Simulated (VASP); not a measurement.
Input of a VASP 6.6.1 run:

The input INCAR:

```
ALGO = Normal
EDIFF = 1E-6
ENCUT = 520
GGA = PS
ISIF = 2
ISMEAR = -1
LASPH = True
LCHARG = False
LREAL = False
LWAVE = False
NBANDS = 90
NELM = 60
PREC = Accurate
SIGMA = 0.15
```

The input KPOINTS:

```
k-points
0
Gamma
  2 2 2
```

POSCAR

```
Ti
1.0
    5.9000000000      0.0000000000      0.0000000000
   -4.4250000000      7.6643250000      0.0000000000
    0.0000000000      0.0000000000      4.6846000000
Ti
13
Direct
    0.0079363162      0.0023935204      0.0395853918
    0.1664744115      0.2289659552      0.5751005568
    0.0132398434      0.3120595908      0.0729766850
    0.2153258292      0.5793473840      0.4321899798
    0.0378822820      0.7104379462      0.0367736439
    0.1511392047      0.8842786484      0.5378068733
    0.5157926475      0.0073712646     -0.0366195603
    0.6290803296      0.1791317209      0.4635955731
    0.4510538322      0.3100187369      0.0698605962
    0.6547194832      0.5793276890      0.4279099982
    0.4995109190      0.6598361672     -0.0738220091
    0.6568330585      0.8869618067      0.4610887243
    0.8330868429      0.4449139698      0.7507022470
```

Potentials or basis: VASP PAW PBE potentials, release 64 (Ti_sv).

Run with:

```bash
$ cat potpaw_PBE.64/Ti_sv/POTCAR > POTCAR
$ mpirun -np 1 vasp_std > vasp.out
```

(1) Predict the band gap on the k mesh.

(2) What does it give for the largest force?

(3) Estimate the pressure.

Answers

(1) zero (bands 78 and 79 overlap by 0.33 eV).

(2) 0.072 eV/Å.

(3) 3.7 GPa.

Caveat: the k points lie up to 0.67 Å⁻¹ apart; the PAW data sets were made with another functional, which shifts forces and pressure a little.
